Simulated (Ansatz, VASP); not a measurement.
SrTiO3 in VASP and in Ansatz

The input INCAR:

```
SYSTEM = SrTiO3
PREC = Accurate
ENCUT = 520
EDIFF = 1E-6
ISMEAR = 0
SIGMA = 0.05
LREAL = .False.
LASPH = .True.
NELM = 80
ALGO = Normal
ISIF = 2
LWAVE = .False.
LCHARG = .True.
GGA = PS
LELF = .True.
LVHAR = .True.
NBANDS = 28
```

File KPOINTS:

```
regular mesh
0
Gamma
  6 6 6
  0 0 0
```

File POSCAR:

```
SrTiO3
1.0
    3.6714189999      0.0000000000      0.0000000000
    0.0000000000      3.6714189999      0.0000000000
    0.0000000000      0.0000000000      3.6714189999
Sr Ti O
1 1 3
Direct
    0.5000000000      0.5000000000      0.5000000000
    0.0000000000      0.0000000000      0.0000000000
    0.5000000000      0.0000000000      0.0000000000
    0.0000000000      0.5000000000      0.0000000000
    0.0000000000      0.0000000000      0.5000000000
```

Input for Ansatz:

```yaml
crystal:
  lattice:
    - [3.6714189999, 0.0, 0.0]
    - [0.0, 3.6714189999, 0.0]
    - [0.0, 0.0, 3.6714189999]
  atoms:
    - { symbol: Sr, position: [0.5, 0.5, 0.5] }
    - { symbol: Ti, position: [0.0, 0.0, 0.0] }
    - { symbol: O, position: [0.5, 0.0, 0.0] }
    - { symbol: O, position: [0.0, 0.5, 0.0] }
    - { symbol: O, position: [0.0, 0.0, 0.5] }
basis:
  ecutwfc: 420
  ecutrho_ratio: 4
kpoints:
  mp_grid: { grid: [6, 6, 6] }
hamiltonian:
  xc: pbesol
scf:
  occupations: { method: gaussian, width: 0.05 }
output:
  forces: true
  stress: true
  eigenvalues: true
```

Alike in both runs: task single point; functional PBEsol; k mesh 6 × 6 × 6; occupations gaussian, width 0.05 eV; no spin polarisation.

```csv
,VASP,Ansatz
version,VASP 6.6.1,Ansatz 0.2.0
potentials or method,"VASP PAW PBE potentials, release 64 (Sr_sv, Ti_sv, O), cutoff 520 eV","scalar-relativistic, plane waves, PAW"
valence electrons in the cell,40,40
```

Ansatz gave:

* gap on the k mesh at the Fermi level (eV): 2.12
* least direct gap on the mesh (eV): 2.28

Q: Which values does VASP return?

A: gap on the k mesh at the Fermi level (eV): 2.08; least direct gap on the mesh (eV): 2.25.

VASP's potentials were made for PBE, not for PBEsol. With one functional, cell and mesh, what is left measures potentials, basis and numerics.
